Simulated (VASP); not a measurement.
# Si2W (P6_222) in VASP: single point with PBE

Aim: the single point of Si2W with PBE.

Program: VASP 6.6.1. These are calculated values, not measurements. Logs are shortened: lines on timing, memory, paths and dates and some standing lists are left out, and cuts for length are marked.

## Step 1: The cell of the first run

Symmetry: P6_222, No. 180, hexagonal system. The conventional cell has a = 4.614 Å, b = 4.614 Å, c = 6.647 Å, α = 90.00°, β = 90.00°, γ = 120.00°. Si (site symmetry 2) has 9 Si at 2.57 to 3.23 Å and 5 W at 2.59 to 2.69 Å within 3.4 Å. Within 3.4 Å of W (site symmetry 222) lie 10 Si at 2.59 to 2.69 Å and 4 W at 3.20 Å.

## Step 2: Single point, PBE

INCAR

```
SYSTEM = Si2W
  PREC = Accurate
  ENCUT = 520
  EDIFF = 1E-6
  ISMEAR = 0
  SIGMA = 0.03
  LREAL = .FALSE.
  LASPH = .TRUE.
  NELM = 60
  ALGO = Normal
  ISIF = 2
  LWAVE = .FALSE.
  LCHARG = .TRUE.
  GGA = PE
  LELF = .TRUE.
  LVHAR = .TRUE.
  NBANDS = 43
```

KPOINTS

```
Automatic mesh
0
G
  9 9 6
  0 0 0
```

POSCAR

```
Si2W
1.0
    4.6143995253      0.0000000000      0.0000000000
   -2.3071997627      3.9961872121      0.0000000000
    0.0000000000      0.0000000000      6.6468916183
Si W
6 3
Direct
    0.8363432358      0.6726864716      0.5000000000
    0.1636567642      0.8363432358      0.8333333333
    0.6726864716      0.8363432358      0.1666666667
    0.1636567642      0.3273135284      0.5000000000
    0.8363432358      0.1636567642      0.8333333333
    0.3273135284      0.1636567642      0.1666666667
    0.0000000000      0.5000000000      0.1666666667
    0.5000000000      0.5000000000      0.8333333333
    0.5000000000      0.0000000000      0.5000000000
```

Potentials or basis: VASP PAW PBE potentials, release 64 (Si, W_sv).

The run is started by

```
$ cat potpaw_PBE.64/Si/POTCAR potpaw_PBE.64/W_sv/POTCAR > POTCAR
$ mpirun -np 1 vasp_std > vasp.out
```

OUTCAR:

```text
SYSTEM = Si2W
   PREC = Accurate
   ENCUT = 520
   EDIFF = 1E-6
   ISMEAR = 0
   LREAL = .FALSE.
   LASPH = .TRUE.
   NELM = 60
   ISIF = 2
   GGA = PE

 ion  position               nearest neighbor table
   1  0.836  0.673  0.500-   2 2.57   3 2.57   8 2.59   7 2.59   4 2.62   9 2.65   9 2.65   9 2.69
                             4 2.69   4 2.69
   2  0.164  0.836  0.833-   1 2.57   6 2.57   9 2.59   7 2.59   5 2.62   8 2.65   8 2.65   8 2.69
                             5 2.69   5 2.69
   3  0.673  0.836  0.167-   1 2.57   5 2.57   9 2.59   8 2.59   6 2.62   7 2.65   7 2.65   7 2.69
                             6 2.69   6 2.69
   4  0.164  0.327  0.500-   5 2.57   6 2.57   8 2.59   7 2.59   1 2.62   9 2.65   9 2.65   9 2.69
                             1 2.69   1 2.69
   5  0.836  0.164  0.833-   4 2.57   3 2.57   9 2.59   7 2.59   2 2.62   8 2.65   8 2.65   8 2.69
                             2 2.69   2 2.69
   6  0.327  0.164  0.167-   4 2.57   2 2.57   9 2.59   8 2.59   3 2.62   7 2.65   7 2.65   7 2.69
                             3 2.69   3 2.69
   7  0.000  0.500  0.167-   1 2.59   4 2.59   2 2.59   5 2.59   6 2.65   3 2.65   6 2.65   3 2.65
                             3 2.69   6 2.69   9 3.20   9 3.20   8 3.20   8 3.20
   8  0.500  0.500  0.833-   1 2.59   4 2.59   3 2.59   6 2.59   2 2.65   5 2.65   2 2.65   5 2.65
                             5 2.69   2 2.69   9 3.20   9 3.20   7 3.20   7 3.20
   9  0.500  0.000  0.500-   2 2.59   5 2.59   3 2.59   6 2.59   4 2.65   1 2.65   4 2.65   1 2.65
                             4 2.69   1 2.69   7 3.20   7 3.20   8 3.20   8 3.20

  LATTYP: Found a hexagonal cell.
 ALAT       =     4.6143995253
 C/A-ratio  =     1.4404672985

  Lattice vectors:

 A1 = (   4.6143995253,   0.0000000000,   0.0000000000)
 A2 = (  -2.3071997627,   3.9961872121,   0.0000000000)
 A3 = (   0.0000000000,   0.0000000000,   6.6468916183)

Analysis of symmetry for initial positions (statically):
=====================================================================
 Subroutine PRICEL returns:
 Original cell was already a primitive cell.

 Routine SETGRP: Setting up the symmetry group for a
 hexagonal supercell.

 Subroutine GETGRP returns: Found 12 space group operations
 (whereof  4 operations were pure point group operations)
 out of a pool of 24 trial point group operations.

The static configuration has the point symmetry D_2 .
 The point group associated with its full space group is D_6 .

Analysis of symmetry for dynamics (positions and initial velocities):
=====================================================================
 Subroutine PRICEL returns:
 Original cell was already a primitive cell.

 Routine SETGRP: Setting up the symmetry group for a
 hexagonal supercell.

 Subroutine GETGRP returns: Found 12 space group operations
 (whereof  4 operations were pure point group operations)
 out of a pool of 24 trial point group operations.

The dynamic configuration has the point symmetry D_2 .
 The point group associated with its full space group is D_6 .

 Subroutine INISYM returns: Found 12 space group operations
 (whereof  4 operations are pure point group operations),
 and found     1 'primitive' translations

----------------------------------------------------------------------------------------

                                     Primitive cell

  volume of cell :     122.5687

  direct lattice vectors                    reciprocal lattice vectors
     4.614399525  0.000000000  0.000000000     0.216712921  0.125119263  0.000000000
    -2.307199763  3.996187212  0.000000000     0.000000000  0.250238527  0.000000000
     0.000000000  0.000000000  6.646891618     0.000000000  0.000000000  0.150446262

  length of vectors
     4.614399525  4.614399525  6.646891618     0.250238527  0.250238527  0.150446262

  position of ions in fractional coordinates (direct lattice)
     0.836343236  0.672686472  0.500000000
     0.163656764  0.836343236  0.833333333
     0.672686472  0.836343236  0.166666667
     0.163656764  0.327313528  0.500000000
     0.836343236  0.163656764  0.833333333
     0.327313528  0.163656764  0.166666667
     0.000000000  0.500000000  0.166666667
     0.500000000  0.500000000  0.833333333
     0.500000000  0.000000000  0.500000000

  ion indices of the primitive-cell ions
   primitive index   ion index
                 1           1
                 2           2
                 3           3
                 4           4
                 5           5
                 6           6
                 7           7
                 8           8
                 9           9

----------------------------------------------------------------------------------------

 KPOINTS: Automatic mesh

Automatic generation of k-mesh.
 Grid dimensions read from file:
 generate k-points for:    9    9    6

 Generating k-lattice:

  Cartesian coordinates                     Fractional coordinates (reciprocal lattice)
     0.024079213  0.013902140  0.000000000     0.111111111  0.000000000  0.000000000
     0.000000000  0.027804281  0.000000000     0.000000000  0.111111111  0.000000000
     0.000000000  0.000000000  0.025074377     0.000000000  0.000000000  0.166666667

  Length of vectors
     0.027804281  0.027804281  0.025074377

  Shift w.r.t. Gamma in fractional coordinates (k-lattice)
     0.000000000  0.000000000  0.000000000

 Subroutine IBZKPT returns following result:
 ===========================================

 Found     48 irreducible k-points:

 Following reciprocal coordinates:
            Coordinates               Weight
  0.000000  0.000000  0.000000      1.000000
  0.111111 -0.000000  0.000000      6.000000
  0.222222 -0.000000  0.000000      6.000000
  0.333333  0.000000  0.000000      6.000000
  0.444444 -0.000000  0.000000      6.000000
  0.111111  0.111111  0.000000      6.000000
[... 16 lines left out ...]
  0.333333  0.222222  0.166667     24.000000
  0.333333  0.333333  0.166667      4.000000
 [... further k-points ...]
   k-points           NKPTS =     48   k-points in BZ     NKDIM =     48   number of bands    NBANDS=     43
   number of dos      NEDOS =    301   number of ions     NIONS =      9
   total plane-waves  NPLWV =  64800
   dimension x,y,z NGX =    36 NGY =   36 NGZ =   50
   dimension x,y,z NGXF=    72 NGYF=   72 NGZF=  100
   ions per type =               6   3
   NGX,Y,Z   is equivalent  to a cutoff of  12.97, 12.97, 12.51 a.u.
   NGXF,Y,Z  is equivalent  to a cutoff of  25.94, 25.94, 25.01 a.u.
 SYSTEM =  Si2W
   PREC   = accura    normal or accurate (medium, high low for compatibility)
   ISTART =      0    job   : 0-new  1-cont  2-samecut
   ICHARG =      2    charge: 1-file 2-atom 10-const
   ISPIN  =      1    spin polarized calculation?
   LNONCOLLINEAR =      F non collinear calculations
   LSORBIT =      F    spin-orbit coupling
   LASPH  =      T    aspherical Exc in radial PAW
   ENCUT  =  520.0 eV  38.22 Ry    6.18 a.u.   8.58  8.58 12.36*2*pi/ulx,y,z
   NELM   =     60;   NELMIN=  2; NELMDL= -5     # of ELM steps
   EDIFF  = 0.1E-05   stopping-criterion for ELM
   LREAL  =      F    real-space projection
   EDIFFG = 0.1E-04   stopping-criterion for IOM
   NSW    =      0    number of steps for IOM
   IBRION =     -1    ionic relax: 0-MD 1-quasi-New 2-CG
   NFREE  =      0    steps in history (QN), initial steepest desc. (CG)
   ISIF   =      2    stress and relaxation
   ISYM   =      2    0-nonsym 1-usesym 2-fastsym
   POTIM  = 0.5000    time-step for ionic-motion
   TEBEG  =    0.0;   TEEND  =   0.0 temperature during run
   PSTRESS=    0.0 pullay stress
   NELECT =      66.0000    total number of electrons
   NUPDOWN=      -1.0000    fix difference up-down
   EMIN   =  10.00;   EMAX   =-10.00  energy-range for DOS
   EFERMI =   0.00;   METHOD = LEGACY
   ISMEAR =     0;   SIGMA  =   0.03  broadening in eV -4-tet -1-fermi 0-gaus
   EFERMI_NEDOS =   21; number of points for ismear=-14 and -15
   IALGO  =     38    algorithm
   IMIX   =      4    mixing-type and parameters
     AMIX     =   0.40;   BMIX     =  1.00
     AMIX_MAG =   1.60;   BMIX_MAG =  1.00
  volume/ion in A,a.u.               =      13.62        91.90
  Fermi-wavevector in a.u.,A,eV,Ry     =   1.331873  2.516876 24.135194  1.773887
  Thomas-Fermi vector in A             =   2.460851
   LORBIT       =      0    0 simple, 1 ext, 2 COOP (PROOUT), +10 PAW based schemes
   GGA     = PE    functional components
   LHFCALC =     F    Hartree Fock is set to
   AEXX    =    0.0000 exact exchange contribution
   IVDW    =     0    specifies the selected vdW correction
   LEPSILON=     F    determine dielectric tensor
   LRPA    =     F    only Hartree local field effects (RPA)
 non-spin polarized calculation
 Gauss-broadening in eV      SIGMA  =   0.03
  energy-cutoff  :      520.00
  volume of cell :      122.57
 maximum number of plane-waves:      3325
 NGX is ok and might be reduce to    36
   NGX = 17   NGY = 17   NGZ = 25

 number of electron      66.0000007 magnetization

 Free energy of the ion-electron system (eV)
  ---------------------------------------------------
  ext. energy  EPLUGINS =         0.00000000
  ---------------------------------------------------
  free energy    TOTEN  =       -73.83361860 eV

  energy without entropy =      -73.83361690  energy(sigma->0) =      -73.83361775

 E-fermi :  12.4133     XC(G=0): -12.4777

 val. band max:       12.3428840788   @ k =   0.4444  -0.0000   0.5000
 cond. band min:      12.4836423130   @ k =   0.4444  -0.0000   0.0000
 fundamental gap:      0.1407582342
 Fermi energy:        12.4132631710

 k-point     1 :       0.0000    0.0000    0.0000
  band No.  band energies     occupation
      1     -61.9500      2.00000
      2     -61.9381      2.00000
      3     -61.9381      2.00000
      4     -26.3156      2.00000
      5     -26.3113      2.00000
      6     -26.3113      2.00000
[... 35 lines left out ...]
     42      15.2595      0.00000
     43      15.7186      0.00000
[... 1017 lines left out ...]
      3     -61.9384      2.00000
      4     -26.3564      2.00000
      5     -26.3327      2.00000
      6     -26.3148      2.00000
[... 35 lines left out ...]
     42      15.4342      0.00000
     43      15.6508      0.00000

 [... further k-points ...]

------------------------ aborting loop because EDIFF is reached ----------------------------------------

  FORCE on cell =-STRESS in cart. coord.  units (eV):
  Direction    XX          YY          ZZ          XY          YZ          ZX
  --------------------------------------------------------------------------------------
  -------------------------------------------------------------------------------------
  Total        0.0254849      0.0254849      0.0128863     -0.0000000     -0.0000000      0.0000000
  in kB        0.3331299      0.3331299      0.1684452     -0.0000000     -0.0000000      0.0000000
  external PRESSURE =       0.2782350 kB  Pullay stress =       0.0000000 kB

 VOLUME and BASIS-vectors are now :
 -----------------------------------------------------------------------------
  energy-cutoff  :      520.00
  volume of cell :      122.57
      direct lattice vectors                 reciprocal lattice vectors
     4.614399525  0.000000000  0.000000000     0.216712921  0.125119263  0.000000000
    -2.307199763  3.996187212  0.000000000     0.000000000  0.250238527  0.000000000
     0.000000000  0.000000000  6.646891618     0.000000000  0.000000000  0.150446262

 POSITION                                       TOTAL-FORCE (eV/Angst)
 -----------------------------------------------------------------------------------
      2.30720      2.68818      3.32345        -0.000000      0.003335     -0.000000
     -1.17443      3.34218      5.53908        -0.002888      0.001667     -0.000000
      1.17443      3.34218      1.10782         0.002888      0.001667     -0.000000
     -0.00000      1.30801      3.32345         0.000000     -0.003335     -0.000000
      3.48163      0.65400      5.53908         0.002888     -0.001667     -0.000000
      1.13277      0.65400      1.10782        -0.002888     -0.001667     -0.000000
     -1.15360      1.99809      1.10782        -0.000000      0.000000      0.000000
      1.15360      1.99809      5.53908        -0.000000     -0.000000      0.000000
      2.30720      0.00000      3.32345         0.000000      0.000000     -0.000000
 -----------------------------------------------------------------------------------
    total drift:                               -0.000000     -0.000000      0.000000

  FREE ENERGIE OF THE ION-ELECTRON SYSTEM (eV)
  ---------------------------------------------------
  free  energy   TOTEN  =       -73.8336185973 eV

  energy  without entropy=      -73.8336168955  energy(sigma->0) =      -73.83361775
```

Run time: 3.1 min. Hardware: 1 thread of Intel Xeon 6975P-C, shared host; peak memory 0.36 GiB.

What came out:

```yaml
Free_energy: -73.8336 eV
Pressure: 0.0 GPa
Largest_force: 0.003 eV/Å
Band_gap_on_the_k_mesh: 0.14 eV, indirect (least direct gap 0.67 eV)
```

Forces in eV/Å, atoms in the order of the input:
```
Si   0.000  0.003  0.000
Si  -0.003  0.002  0.000
Si   0.003  0.002  0.000
Si   0.000 -0.003  0.000
Si   0.003 -0.002  0.000
Si  -0.003 -0.002  0.000
W    0.000  0.000  0.000
W    0.000  0.000  0.000
W    0.000  0.000  0.000
```

Caveat: spin-orbit coupling is left out, which moves the levels of the heavy elements. A k mesh can miss the band edges.
